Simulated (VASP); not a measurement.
# Cs (I4/mmm) in VASP: notebook

The runs below take Cs through single point, with PBEsol+D3(BJ).

Everything below comes from runs of VASP 6.6.1. Logs are shortened: lines on timing, memory, paths and dates and some standing lists are left out, and cuts for length are marked.

**1. The cell of the first run**

Symmetry: I4/mmm, No. 139, tetragonal system. Conventional cell: a = 5.573 Å, b = 5.573 Å, c = 8.302 Å, α = 90.00°, β = 90.00°, γ = 90.00°.

**2. Single point, PBEsol+D3(BJ)**

INCAR reads:

```
PREC     = Accurate       # precision mode
ENCUT    = 520            # plane-wave cutoff, eV
EDIFF    = 1E-6           # SCF threshold, eV
ISMEAR   = -1             # smearing method
SIGMA    = 0.2            # smearing width, eV
LREAL    = F              # projectors in reciprocal space
LASPH    = T              # aspherical terms in the spheres
NELM     = 100            # most SCF steps
ALGO     = Normal         # electronic algorithm
ISIF     = 2              # what is computed and relaxed
LWAVE    = F              # write WAVECAR
LCHARG   = F              # write CHGCAR
GGA      = PS             # functional
IVDW     = 12             # dispersion correction
NBANDS   = 10             # bands
```

KPOINTS reads:

```
Automatic mesh
0
Gamma
  6 6 6
```

POSCAR reads:

```
Cs
1.0
   -2.7862694133      2.7862694133      4.1511572357
    2.7862694133     -2.7862694133      4.1511572357
    2.7862694133      2.7862694133     -4.1511572357
Cs
1
Direct
    0.0000000000      0.0000000000      0.0000000000
```

Potentials or basis: VASP PAW PBE potentials, release 64 (Cs_sv).

Started as:

```console
> cat potpaw_PBE.64/Cs_sv/POTCAR > POTCAR
> mpirun -np 1 vasp_std > vasp.out
```

OUTCAR:

```text
PREC = Accurate
   ENCUT = 520
   EDIFF = 1E-6
   ISMEAR = -1
   LREAL = F
   LASPH = T
   NELM = 100
   ISIF = 2
   GGA = PS
   IVDW = 12
 IVDW          = 12

 ion  position               nearest neighbor table
   1  0.000  0.000  0.000-

  LATTYP: Found a body centered tetragonal cell.
 ALAT       =     5.5725388266
 C/A-ratio  =     1.4898621131

  Lattice vectors:

 A1 = (  -2.7862694133,   2.7862694133,   4.1511572357)
 A2 = (   2.7862694133,  -2.7862694133,   4.1511572357)
 A3 = (   2.7862694133,   2.7862694133,  -4.1511572357)

Analysis of symmetry for initial positions (statically):
=====================================================================
 Subroutine PRICEL returns:
 Original cell was already a primitive cell.

 Routine SETGRP: Setting up the symmetry group for a
 body centered tetragonal supercell.

 Subroutine GETGRP returns: Found 16 space group operations
 (whereof 16 operations were pure point group operations)
 out of a pool of 16 trial point group operations.

The static configuration has the point symmetry D_4h.

Analysis of symmetry for dynamics (positions and initial velocities):
=====================================================================
 Subroutine PRICEL returns:
 Original cell was already a primitive cell.

 Routine SETGRP: Setting up the symmetry group for a
 body centered tetragonal supercell.

 Subroutine GETGRP returns: Found 16 space group operations
 (whereof 16 operations were pure point group operations)
 out of a pool of 16 trial point group operations.

The dynamic configuration has the point symmetry D_4h.

 Subroutine INISYM returns: Found 16 space group operations
 (whereof 16 operations are pure point group operations),
 and found     1 'primitive' translations

----------------------------------------------------------------------------------------

                                     Primitive cell

  volume of cell :     128.9067

  direct lattice vectors                    reciprocal lattice vectors
    -2.786269413  2.786269413  4.151157236     0.000000000  0.179451419  0.120448340
     2.786269413 -2.786269413  4.151157236     0.179451419  0.000000000  0.120448340
     2.786269413  2.786269413 -4.151157236     0.179451419  0.179451419  0.000000000

  length of vectors
     5.723521720  5.723521720  5.723521720     0.216126385  0.216126385  0.253782631

  position of ions in fractional coordinates (direct lattice)
     0.000000000  0.000000000  0.000000000

  ion indices of the primitive-cell ions
   primitive index   ion index
                 1           1

----------------------------------------------------------------------------------------

 KPOINTS: Automatic mesh

Automatic generation of k-mesh.
 Grid dimensions read from file:
 generate k-points for:    6    6    6

 Generating k-lattice:

  Cartesian coordinates                     Fractional coordinates (reciprocal lattice)
     0.000000000  0.029908570  0.020074723     0.166666667  0.000000000  0.000000000
     0.029908570  0.000000000  0.020074723     0.000000000  0.166666667  0.000000000
     0.029908570  0.029908570  0.000000000     0.000000000  0.000000000  0.166666667

  Length of vectors
     0.036021064  0.036021064  0.042297105

  Shift w.r.t. Gamma in fractional coordinates (k-lattice)
     0.000000000  0.000000000  0.000000000

 Subroutine IBZKPT returns following result:
 ===========================================

 Found     30 irreducible k-points:

 Following reciprocal coordinates:
            Coordinates               Weight
  0.000000  0.000000  0.000000      1.000000
  0.166667  0.000000 -0.000000      8.000000
  0.333333  0.000000 -0.000000      8.000000
  0.500000  0.000000 -0.000000      4.000000
  0.166667  0.166667 -0.000000      8.000000
  0.333333  0.166667 -0.000000     16.000000
[... 16 lines left out ...]
 -0.333333 -0.333333  0.166667      8.000000
 -0.166667 -0.333333  0.166667      8.000000
 [... further k-points ...]
   k-points           NKPTS =     30   k-points in BZ     NKDIM =     30   number of bands    NBANDS=     10
   number of dos      NEDOS =    301   number of ions     NIONS =      1
   total plane-waves  NPLWV = 110592
   dimension x,y,z NGX =    48 NGY =   48 NGZ =   48
   dimension x,y,z NGXF=    96 NGYF=   96 NGZF=   96
   ions per type =               1
   NGX,Y,Z   is equivalent  to a cutoff of  13.94, 13.94, 13.94 a.u.
   NGXF,Y,Z  is equivalent  to a cutoff of  27.88, 27.88, 27.88 a.u.
 SYSTEM =  unknown system
   PREC   = accura    normal or accurate (medium, high low for compatibility)
   ISTART =      0    job   : 0-new  1-cont  2-samecut
   ICHARG =      2    charge: 1-file 2-atom 10-const
   ISPIN  =      1    spin polarized calculation?
   LNONCOLLINEAR =      F non collinear calculations
   LSORBIT =      F    spin-orbit coupling
   LASPH  =      T    aspherical Exc in radial PAW
   ENCUT  =  520.0 eV  38.22 Ry    6.18 a.u.  10.64 10.64 10.64*2*pi/ulx,y,z
   NELM   =    100;   NELMIN=  2; NELMDL= -5     # of ELM steps
   EDIFF  = 0.1E-05   stopping-criterion for ELM
   LREAL  =      F    real-space projection
   EDIFFG = 0.1E-04   stopping-criterion for IOM
   NSW    =      0    number of steps for IOM
   IBRION =     -1    ionic relax: 0-MD 1-quasi-New 2-CG
   NFREE  =      0    steps in history (QN), initial steepest desc. (CG)
   ISIF   =      2    stress and relaxation
   ISYM   =      2    0-nonsym 1-usesym 2-fastsym
   POTIM  = 0.5000    time-step for ionic-motion
   TEBEG  =    0.0;   TEEND  =   0.0 temperature during run
   PSTRESS=    0.0 pullay stress
   NELECT =       9.0000    total number of electrons
   NUPDOWN=      -1.0000    fix difference up-down
   EMIN   =  10.00;   EMAX   =-10.00  energy-range for DOS
   EFERMI =   0.00;   METHOD = LEGACY
   ISMEAR =    -1;   SIGMA  =   0.20  broadening in eV -4-tet -1-fermi 0-gaus
   EFERMI_NEDOS =   21; number of points for ismear=-14 and -15
   IALGO  =     38    algorithm
   IMIX   =      4    mixing-type and parameters
     AMIX     =   0.40;   BMIX     =  1.00
     AMIX_MAG =   1.60;   BMIX_MAG =  1.00
  volume/ion in A,a.u.               =     128.91       869.91
  Fermi-wavevector in a.u.,A,eV,Ry     =   0.674110  1.273883  6.182811  0.454424
  Thomas-Fermi vector in A             =   1.750730
   LORBIT       =      0    0 simple, 1 ext, 2 COOP (PROOUT), +10 PAW based schemes
   GGA     = PS    functional components
   LHFCALC =     F    Hartree Fock is set to
   AEXX    =    0.0000 exact exchange contribution
   IVDW    =    12    specifies the selected vdW correction
   LEPSILON=     F    determine dielectric tensor
   LRPA    =     F    only Hartree local field effects (RPA)
 non-spin polarized calculation
  energy-cutoff  :      520.00
  volume of cell :      128.91
 maximum number of plane-waves:      3503
 NGX is ok and might be reduce to    48
   NGX = 21   NGY = 21   NGZ = 21

 number of electron       9.0000000 magnetization

 Free energy of the ion-electron system (eV)
  ---------------------------------------------------
  ext. energy  EPLUGINS =         0.00000000
  ---------------------------------------------------
  free energy    TOTEN  =        -1.00347653 eV

  energy without entropy =       -0.84332527  energy(sigma->0) =       -0.92340090

 E-fermi :   0.0740     XC(G=0):  -5.1861

 val. band max:        0.0594885612   @ k =   0.1667   0.1667   0.1667
 cond. band min:       0.0878653192   @ k =  -0.3333   0.3333   0.1667
 fundamental gap:      0.0283767580
 Fermi energy:         0.0740085467

 k-point     1 :       0.0000    0.0000    0.0000
  band No.  band energies     occupation
      1     -23.7977      2.00000
      2     -10.5333      2.00000
      3     -10.5320      2.00000
      4     -10.5320      2.00000
      5      -1.4499      1.99902
      6       2.4089      0.00002
      7       2.5690      0.00001
      8       2.5690      0.00001
      9       3.3290      0.00000
     10       3.6416      0.00000

 k-point     2 :       0.1667    0.0000   -0.0000
  band No.  band energies     occupation
      1     -23.7968      2.00000
      2     -10.5558      2.00000
      3     -10.5370      2.00000
      4     -10.5343      2.00000
      5      -1.1946      1.99649
      6       2.0715      0.00009
      7       2.5310      0.00001
      8       2.6724      0.00000
      9       3.2337      0.00000
     10       3.4491      0.00000

 k-point     3 :       0.3333    0.0000   -0.0000
  band No.  band energies     occupation
      1     -23.7951      2.00000
      2     -10.6016      2.00000
      3     -10.5450      2.00000
      4     -10.5390      2.00000
      5      -0.5180      1.90150
      6       1.3547      0.00331
      7       2.3895      0.00002
      8       2.6053      0.00001
      9       3.6557      0.00000
     10       3.6872      0.00000

 k-point     4 :       0.5000    0.0000   -0.0000
  band No.  band energies     occupation
      1     -23.7942      2.00000
      2     -10.6241      2.00000
      3     -10.5490      2.00000
      4     -10.5413      2.00000
      5       0.1176      0.89135
      6       0.7897      0.05432
      7       2.2730      0.00003
      8       2.4919      0.00001
      9       4.1534      0.00000
     10       4.1761      0.00000
[... 222 lines left out ...]
 k-point    22 :      -0.1667    0.5000    0.1667
  band No.  band energies     occupation
      1     -23.7941      2.00000
      2     -10.6129      2.00000
      3     -10.5614      2.00000
      4     -10.5460      2.00000
      5       0.1763      0.74974
      6       0.9599      0.02356
      7       1.8896      0.00023
      8       2.6897      0.00000
      9       3.6684      0.00000
     10       4.1995      0.00000

 k-point    23 :      -0.3333   -0.3333    0.1667
  band No.  band energies     occupation
      1     -23.7942      2.00000
      2     -10.5972      2.00000
      3     -10.5671      2.00000
      4     -10.5530      2.00000
      5      -0.0149      1.21862
      6       1.4385      0.00218
      7       1.5692      0.00113
      8       2.7819      0.00000
      9       3.4240      0.00000
     10       4.0985      0.00000

 k-point    24 :      -0.1667   -0.3333    0.1667
  band No.  band energies     occupation
      1     -23.7953      2.00000
      2     -10.5857      2.00000
      3     -10.5492      2.00000
      4     -10.5449      2.00000
      5      -0.6104      1.93678
      6       1.5814      0.00107
      7       2.0805      0.00009
      8       2.8244      0.00000
      9       3.1768      0.00000
     10       3.9324      0.00000

 [... further k-points ...]

------------------------ aborting loop because EDIFF is reached ----------------------------------------

 Edisp (eV)   -0.10106

 E8    (eV) :    -0.0809

  FORCE on cell =-STRESS in cart. coord.  units (eV):
  Direction    XX          YY          ZZ          XY          YZ          ZX
  --------------------------------------------------------------------------------------
  -------------------------------------------------------------------------------------
  Total      -0.29382    -0.29382    -0.31380     0.00000    -0.00000     0.00000
  in kB      -3.65183    -3.65183    -3.90023     0.00000    -0.00000     0.00000
  external pressure =       -3.73 kB  Pullay stress =        0.00 kB

 VOLUME and BASIS-vectors are now :
 -----------------------------------------------------------------------------
  energy-cutoff  :      520.00
  volume of cell :      128.91
      direct lattice vectors                 reciprocal lattice vectors
    -2.786269413  2.786269413  4.151157236     0.000000000  0.179451419  0.120448340
     2.786269413 -2.786269413  4.151157236     0.179451419  0.000000000  0.120448340
     2.786269413  2.786269413 -4.151157236     0.179451419  0.179451419  0.000000000

 POSITION                                       TOTAL-FORCE (eV/Angst)
 -----------------------------------------------------------------------------------
      0.00000      0.00000      0.00000         0.000000      0.000000     -0.000000
 -----------------------------------------------------------------------------------
    total drift:                               -0.000000      0.000000      0.000000

  FREE ENERGIE OF THE ION-ELECTRON SYSTEM (eV)
  ---------------------------------------------------
  free  energy   TOTEN  =        -1.1045340653 eV

  energy  without entropy=       -0.9443828042  energy(sigma->0) =       -1.02445843
```

Wall time 55 s (1 thread of Intel Xeon 8259CL, shared host); peak memory 0.32 GiB.

Results:

```yaml
Free_energy: -1.1045 eV
Pressure: -0.4 GPa
Band_gap_on_the_k_mesh: zero (an odd number of electrons rules out a gap without spin polarisation)
Dispersion_energy_per_atom: -0.101 eV
```

Caveat: three body term missing; the PAW data sets were made with another functional, which shifts forces and pressure a little; spin-orbit coupling is left out, which moves the levels of the heavy elements.

**3. Single point, PBEsol+D3(BJ)**

This run uses another cell than the first one, of 131.39 Å³/atom.

INCAR reads:

```
SYSTEM = Cs
  PREC = Accurate
  ENCUT = 520
  EDIFF = 1E-6
  ISMEAR = -1
  SIGMA = 0.2
  LREAL = .FALSE.
  LASPH = .TRUE.
  NELM = 80
  ALGO = Normal
  ISIF = 2
  LWAVE = .FALSE.
  LCHARG = .TRUE.
  GGA = PS
  IVDW = 12
  LELF = .TRUE.
  LVHAR = .TRUE.
  NBANDS = 10
```

KPOINTS reads:

```
regular mesh
0
G
  6 6 6
  0 0 0
```

POSCAR reads:

```
Cs
1.0
   -2.8040168307      2.8040168307      4.1775984405
    2.8040168307     -2.8040168307      4.1775984405
    2.8040168307      2.8040168307     -4.1775984405
Cs
1
Direct
    0.0000000000      0.0000000000      0.0000000000
```

Potentials or basis: VASP PAW PBE potentials, release 64 (Cs_sv).

Started as:

```console
> cat potpaw_PBE.64/Cs_sv/POTCAR > POTCAR
> mpirun -np 1 vasp_std > vasp.out
```

It took 65 s on 1 thread of Intel Xeon 8259CL, shared host; peak memory 0.32 GiB.

The run converged. Its results:

* Free energy: -1.0989 eV
* Pressure: -0.4 GPa
* Band gap on the k mesh: zero (an odd number of electrons rules out a gap without spin polarisation)
* Dispersion energy per atom: -0.099 eV

Levels at points of the mesh, in eV from the Fermi level:
```
           k point  band 2  band 3  band 4  band 5  band 6  band 7
(0.00, 0.00, 0.00)  -10.62  -10.62  -10.62   -1.50    2.32    2.48
(0.50, 0.00, 0.00)  -10.71  -10.64  -10.63    0.05    0.70    2.19
(0.50, 0.50, 0.00)  -10.70  -10.66  -10.65    0.43    1.13    1.37
(0.50, 0.50, 0.50)  -10.70  -10.65  -10.65    0.32    1.12    1.21
```

Caveat: three body term missing; the PAW data sets were made with another functional, which shifts forces and pressure a little; spin-orbit coupling is left out, which moves the levels of the heavy elements.
